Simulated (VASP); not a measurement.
# Sc (Fd-3m) in VASP: electric field gradients with LDA

Aim: the electric field gradients of Sc with LDA.

Program: VASP 6.6.1. These are calculated values, not measurements. Logs are shortened: lines on timing, memory, paths and dates and some standing lists are left out, and cuts for length are marked.

### 1 The cell of the first run

The structure is cubic, space group Fd-3m (No. 227). Conventional cell: a = 6.277 Å, b = 6.277 Å, c = 6.277 Å, α = 90.00°, β = 90.00°, γ = 90.00°. Within 3.6 Å of Sc (site symmetry -43m) lie 4 Sc at 2.72 Å.

### 2 Electric field gradients, LDA

The input, INCAR:

```
PREC = Accurate ; ENCUT = 520
EDIFF = 1E-8 ; ISMEAR = -1
SIGMA = 0.05 ; LREAL = False
LASPH = True ; NELM = 100
ALGO = Normal ; ISIF = 2
LWAVE = False ; LCHARG = False
LEFG = True ; NBANDS = 18
```

The input, KPOINTS:

```
regular mesh
0
Gamma
  8 8 8
```

The input, POSCAR:

```
Sc
1.0
    0.0000000000      3.1385914680      3.1385914680
    3.1385914680      0.0000000000      3.1385914680
    3.1385914680      3.1385914680      0.0000000000
Sc
2
Direct
   -0.1250000000     -0.1250000000     -0.1250000000
    0.1250000000      0.1250000000      0.1250000000
```

Potentials or basis: VASP PAW LDA potentials, release 64 (Sc_sv).

Run with:

```bash
$ cat potpaw_LDA.64/Sc_sv/POTCAR > POTCAR
$ mpirun -np 1 vasp_std > vasp.out
```

OUTCAR:

```text
PREC = Accurate
   ENCUT = 520
   EDIFF = 1E-8
   ISMEAR = -1
   LREAL = False
   LASPH = True
   NELM = 100
   ISIF = 2

 ion  position               nearest neighbor table
   1  0.875  0.875  0.875-   2 2.72   2 2.72   2 2.72   2 2.72
   2  0.125  0.125  0.125-   1 2.72   1 2.72   1 2.72   1 2.72

  LATTYP: Found a face centered cubic cell.
 ALAT       =     6.2771829360

  Lattice vectors:

 A1 = (   0.0000000000,   3.1385914680,   3.1385914680)
 A2 = (   3.1385914680,   0.0000000000,   3.1385914680)
 A3 = (   3.1385914680,   3.1385914680,   0.0000000000)

Analysis of symmetry for initial positions (statically):
=====================================================================
 Subroutine PRICEL returns:
 Original cell was already a primitive cell.

 Routine SETGRP: Setting up the symmetry group for a
 face centered cubic supercell.

 Subroutine GETGRP returns: Found 48 space group operations
 (whereof 12 operations were pure point group operations)
 out of a pool of 48 trial point group operations.

The static configuration has the point symmetry D_3d.
 The point group associated with its full space group is O_h .

Analysis of symmetry for dynamics (positions and initial velocities):
=====================================================================
 Subroutine PRICEL returns:
 Original cell was already a primitive cell.

 Routine SETGRP: Setting up the symmetry group for a
 face centered cubic supercell.

 Subroutine GETGRP returns: Found 48 space group operations
 (whereof 12 operations were pure point group operations)
 out of a pool of 48 trial point group operations.

The dynamic configuration has the point symmetry D_3d.
 The point group associated with its full space group is O_h .

 Subroutine INISYM returns: Found 48 space group operations
 (whereof 12 operations are pure point group operations),
 and found     1 'primitive' translations

----------------------------------------------------------------------------------------

                                     Primitive cell

  volume of cell :      61.8350

  direct lattice vectors                    reciprocal lattice vectors
     0.000000000  3.138591468  3.138591468    -0.159307130  0.159307130  0.159307130
     3.138591468  0.000000000  3.138591468     0.159307130 -0.159307130  0.159307130
     3.138591468  3.138591468  0.000000000     0.159307130  0.159307130 -0.159307130

  length of vectors
     4.438638621  4.438638621  4.438638621     0.275928044  0.275928044  0.275928044

  position of ions in fractional coordinates (direct lattice)
     0.875000000  0.875000000  0.875000000
     0.125000000  0.125000000  0.125000000

  ion indices of the primitive-cell ions
   primitive index   ion index
                 1           1
                 2           2

----------------------------------------------------------------------------------------

 KPOINTS: regular mesh

Automatic generation of k-mesh.
 Grid dimensions read from file:
 generate k-points for:    8    8    8

 Generating k-lattice:

  Cartesian coordinates                     Fractional coordinates (reciprocal lattice)
    -0.019913391  0.019913391  0.019913391     0.125000000  0.000000000  0.000000000
     0.019913391 -0.019913391  0.019913391     0.000000000  0.125000000  0.000000000
     0.019913391  0.019913391 -0.019913391     0.000000000  0.000000000  0.125000000

  Length of vectors
     0.034491005  0.034491005  0.034491005

  Shift w.r.t. Gamma in fractional coordinates (k-lattice)
     0.000000000  0.000000000  0.000000000

 Subroutine IBZKPT returns following result:
 ===========================================

 Found     29 irreducible k-points:

 Following reciprocal coordinates:
            Coordinates               Weight
  0.000000  0.000000  0.000000      1.000000
  0.125000  0.000000  0.000000      8.000000
  0.250000  0.000000  0.000000      8.000000
  0.375000  0.000000  0.000000      8.000000
  0.500000  0.000000  0.000000      4.000000
  0.125000  0.125000  0.000000      6.000000
[... 16 lines left out ...]
  0.500000  0.250000  0.125000     48.000000
 -0.375000  0.250000  0.125000     24.000000
 [... further k-points ...]
   k-points           NKPTS =     29   k-points in BZ     NKDIM =     29   number of bands    NBANDS=     18
   number of dos      NEDOS =    301   number of ions     NIONS =      2
   total plane-waves  NPLWV =  46656
   dimension x,y,z NGX =    36 NGY =   36 NGZ =   36
   dimension x,y,z NGXF=    72 NGYF=   72 NGZF=   72
   ions per type =               2
   NGX,Y,Z   is equivalent  to a cutoff of  13.48, 13.48, 13.48 a.u.
   NGXF,Y,Z  is equivalent  to a cutoff of  26.97, 26.97, 26.97 a.u.
 SYSTEM =  unknown system
   PREC   = accura    normal or accurate (medium, high low for compatibility)
   ISTART =      0    job   : 0-new  1-cont  2-samecut
   ICHARG =      2    charge: 1-file 2-atom 10-const
   ISPIN  =      1    spin polarized calculation?
   LNONCOLLINEAR =      F non collinear calculations
   LSORBIT =      F    spin-orbit coupling
   LASPH  =      T    aspherical Exc in radial PAW
   ENCUT  =  520.0 eV  38.22 Ry    6.18 a.u.   8.25  8.25  8.25*2*pi/ulx,y,z
   NELM   =    100;   NELMIN=  2; NELMDL= -5     # of ELM steps
   EDIFF  = 0.1E-07   stopping-criterion for ELM
   LREAL  =      F    real-space projection
   EDIFFG = 0.1E-06   stopping-criterion for IOM
   NSW    =      0    number of steps for IOM
   IBRION =     -1    ionic relax: 0-MD 1-quasi-New 2-CG
   NFREE  =      0    steps in history (QN), initial steepest desc. (CG)
   ISIF   =      2    stress and relaxation
   ISYM   =      2    0-nonsym 1-usesym 2-fastsym
   POTIM  = 0.5000    time-step for ionic-motion
   TEBEG  =    0.0;   TEEND  =   0.0 temperature during run
   PSTRESS=    0.0 pullay stress
   NELECT =      22.0000    total number of electrons
   NUPDOWN=      -1.0000    fix difference up-down
   EMIN   =  10.00;   EMAX   =-10.00  energy-range for DOS
   EFERMI =   0.00;   METHOD = LEGACY
   ISMEAR =    -1;   SIGMA  =   0.05  broadening in eV -4-tet -1-fermi 0-gaus
   EFERMI_NEDOS =   21; number of points for ismear=-14 and -15
   IALGO  =     38    algorithm
   IMIX   =      4    mixing-type and parameters
     AMIX     =   0.40;   BMIX     =  1.00
     AMIX_MAG =   1.60;   BMIX_MAG =  1.00
  volume/ion in A,a.u.               =      30.92       208.64
  Fermi-wavevector in a.u.,A,eV,Ry     =   1.160035  2.192147 18.309091  1.345680
  Thomas-Fermi vector in A             =   2.296621
   LORBIT       =      0    0 simple, 1 ext, 2 COOP (PROOUT), +10 PAW based schemes
   GGA     = CA    functional components
   LHFCALC =     F    Hartree Fock is set to
   AEXX    =    0.0000 exact exchange contribution
   IVDW    =     0    specifies the selected vdW correction
   LEPSILON=     F    determine dielectric tensor
   LRPA    =     F    only Hartree local field effects (RPA)
 non-spin polarized calculation
  energy-cutoff  :      520.00
  volume of cell :       61.83
 maximum number of plane-waves:      1687
 NGX is ok and might be reduce to    36
   NGX = 17   NGY = 17   NGZ = 17

 number of electron      21.9999999 magnetization

 Free energy of the ion-electron system (eV)
  ---------------------------------------------------
  ext. energy  EPLUGINS =         0.00000000
  ---------------------------------------------------
  free energy    TOTEN  =        -9.50229566 eV

  energy without entropy =       -9.47159512  energy(sigma->0) =       -9.48694539

 E-fermi :   2.0251     XC(G=0):  -9.0203

 val. band max:        1.9886298224   @ k =   0.5000   0.5000   0.0000
 cond. band min:       2.0399598345   @ k =   0.3750   0.2500   0.0000
 fundamental gap:      0.0513300120
 Fermi energy:         2.0251219907

 k-point     1 :       0.0000    0.0000    0.0000
  band No.  band energies     occupation
      1     -47.1679      2.00000
      2     -46.8383      2.00000
      3     -26.3086      2.00000
      4     -26.3086      2.00000
      5     -26.3086      2.00000
      6     -25.7728      2.00000
[... 10 lines left out ...]
     17       3.7858      0.00000
     18       5.8843      0.00000

 k-point     2 :       0.1250    0.0000    0.0000
  band No.  band energies     occupation
      1     -47.1587      2.00000
      2     -46.8478      2.00000
      3     -26.3189      2.00000
      4     -26.3189      2.00000
      5     -26.3087      2.00000
      6     -25.7747      2.00000
[... 10 lines left out ...]
     17       3.7749      0.00000
     18       5.8653      0.00000

 k-point     3 :       0.2500    0.0000    0.0000
  band No.  band energies     occupation
      1     -47.1337      2.00000
      2     -46.8733      2.00000
      3     -26.3422      2.00000
      4     -26.3422      2.00000
      5     -26.3094      2.00000
      6     -25.7786      2.00000
[... 10 lines left out ...]
     17       3.8858      0.00000
     18       5.7852      0.00000

 k-point     4 :       0.3750    0.0000    0.0000
  band No.  band energies     occupation
      1     -47.1026      2.00000
      2     -46.9050      2.00000
      3     -26.3639      2.00000
      4     -26.3639      2.00000
      5     -26.3110      2.00000
      6     -25.7815      2.00000
[... 10 lines left out ...]
     17       4.2539      0.00000
     18       5.6029      0.00000

 k-point     5 :       0.5000    0.0000    0.0000
  band No.  band energies     occupation
      1     -47.0862      2.00000
      2     -46.9216      2.00000
      3     -26.3724      2.00000
      4     -26.3724      2.00000
      5     -26.3120      2.00000
      6     -25.7825      2.00000
[... 10 lines left out ...]
     17       4.5216      0.00000
     18       5.4417      0.00000

 k-point     6 :       0.1250    0.1250    0.0000
  band No.  band energies     occupation
      1     -47.1555      2.00000
      2     -46.8511      2.00000
      3     -26.3310      2.00000
      4     -26.3310      2.00000
      5     -26.2891      2.00000
      6     -25.7949      2.00000
[... 307 lines left out ...]
 k-point    21 :       0.5000    0.5000    0.0000
  band No.  band energies     occupation
      1     -47.0041      2.00000
      2     -47.0041      2.00000
      3     -26.4372      2.00000
      4     -26.4372      2.00000
      5     -26.0494      2.00000
      6     -26.0494      2.00000
[... 10 lines left out ...]
     17       5.5022      0.00000
     18       5.5039      0.00000

 k-point    22 :       0.3750    0.2500    0.1250
  band No.  band energies     occupation
      1     -47.1113      2.00000
      2     -46.8961      2.00000
      3     -26.3950      2.00000
      4     -26.3696      2.00000
      5     -26.2425      2.00000
      6     -25.8463      2.00000
[... 10 lines left out ...]
     17       4.1560      0.00000
     18       5.2428      0.00000

 k-point    23 :       0.5000    0.2500    0.1250
  band No.  band energies     occupation
      1     -47.0800      2.00000
      2     -46.9278      2.00000
      3     -26.4236      2.00000
      4     -26.3885      2.00000
      5     -26.2122      2.00000
      6     -25.8771      2.00000
[... 10 lines left out ...]
     17       4.5235      0.00000
     18       5.0074      0.00000

 k-point    24 :      -0.3750    0.2500    0.1250
  band No.  band energies     occupation
      1     -47.0622      2.00000
      2     -46.9458      2.00000
      3     -26.4338      2.00000
      4     -26.3973      2.00000
      5     -26.1983      2.00000
      6     -25.8910      2.00000
[... 10 lines left out ...]
     17       4.3660      0.00000
     18       5.3800      0.00000

 [... further k-points ...]
[... 5 lines left out ...]
  --------------------------------------------------------------------------------------
  -------------------------------------------------------------------------------------
  Total       -0.6038056     -0.6038056     -0.6038056     -0.0000000     -0.0000000      0.0000000
  in kB      -15.6449215    -15.6449215    -15.6449215     -0.0000000     -0.0000000      0.0000000
  external PRESSURE =     -15.6449215 kB  Pullay stress =       0.0000000 kB

 VOLUME and BASIS-vectors are now :
 -----------------------------------------------------------------------------
  energy-cutoff  :      520.00
  volume of cell :       61.83
      direct lattice vectors                 reciprocal lattice vectors
     0.000000000  3.138591468  3.138591468    -0.159307130  0.159307130  0.159307130
     3.138591468  0.000000000  3.138591468     0.159307130 -0.159307130  0.159307130
     3.138591468  3.138591468  0.000000000     0.159307130  0.159307130 -0.159307130

 POSITION                                       TOTAL-FORCE (eV/Angst)
 -----------------------------------------------------------------------------------
      5.49254      5.49254      5.49254         0.000000     -0.000000     -0.000000
      0.78465      0.78465      0.78465        -0.000000      0.000000      0.000000
 -----------------------------------------------------------------------------------
    total drift:                                0.000000      0.000000      0.000000

  FREE ENERGIE OF THE ION-ELECTRON SYSTEM (eV)
  ---------------------------------------------------
  free  energy   TOTEN  =        -9.5022956644 eV

  energy  without entropy=       -9.4715951153  energy(sigma->0) =       -9.48694539

 Electric field gradients (V/A^2)
---------------------------------------------------------------------
 ion       V_xx      V_yy      V_zz      V_xy      V_xz      V_yz
---------------------------------------------------------------------
   1       0.000    -0.000    -0.000    -0.001    -0.001    -0.001
   2       0.000    -0.000    -0.000    -0.001    -0.001    -0.001
---------------------------------------------------------------------

 Electric field gradients after diagonalization (V/A^2)
 (convention: |V_zz| > |V_xx| > |V_yy|)
----------------------------------------------------------------------
 ion       V_xx      V_yy      V_zz     asymmetry (V_yy - V_xx)/ V_zz
----------------------------------------------------------------------
   1       0.001     0.001    -0.002       0.000
   2       0.001     0.001    -0.002       0.000
----------------------------------------------------------------------

           NMR quadrupolar parameters

 Cq : quadrupolar parameter    Cq=e*Q*V_zz/h
 eta: asymmetry parameters     (V_yy - V_xx)/ V_zz
 Q  : nuclear electric quadrupole moment in mb (millibarn)
----------------------------------------------------------------------
 ion       Cq(MHz)       eta       Q (mb)
----------------------------------------------------------------------
   1      -0.000       0.000       1.000
   2      -0.000       0.000       1.000
----------------------------------------------------------------------
```

It took 41 s on 1 thread of Intel Xeon 8259CL, shared host; peak memory 0.18 GiB.

What came out:

- Free energy: -9.5023 eV
- Pressure: -1.6 GPa
- Band gap on the k mesh: zero (band 11 reaches 2.44 eV, above the bottom of band 12 at 1.79 eV)

Levels at points of the mesh, in eV from the Fermi level:
| k point | band 7 | band 8 | band 9 | band 10 | band 11 | band 12 | band 13 | band 14 | band 15 | band 16 |
| --- | --- | --- | --- | --- | --- | --- | --- | --- | --- | --- |
| (0.00, 0.00, 0.00) | -27.80 | -27.80 | -4.16 | -0.06 | -0.06 | 0.25 | 0.25 | 0.25 | 1.76 | 1.76 |
| (0.50, 0.00, 0.00) | -27.73 | -27.73 | -1.76 | -0.96 | -0.08 | -0.08 | 0.34 | 0.34 | 0.52 | 2.50 |
| (0.50, 0.50, 0.00) | -27.67 | -27.67 | -1.13 | -1.13 | -0.04 | -0.04 | 0.46 | 0.46 | 1.80 | 1.80 |

Caveat: without QUAD_EFG the Cq values of the log hold for a quadrupole moment of 1 mb, not for the nuclei.
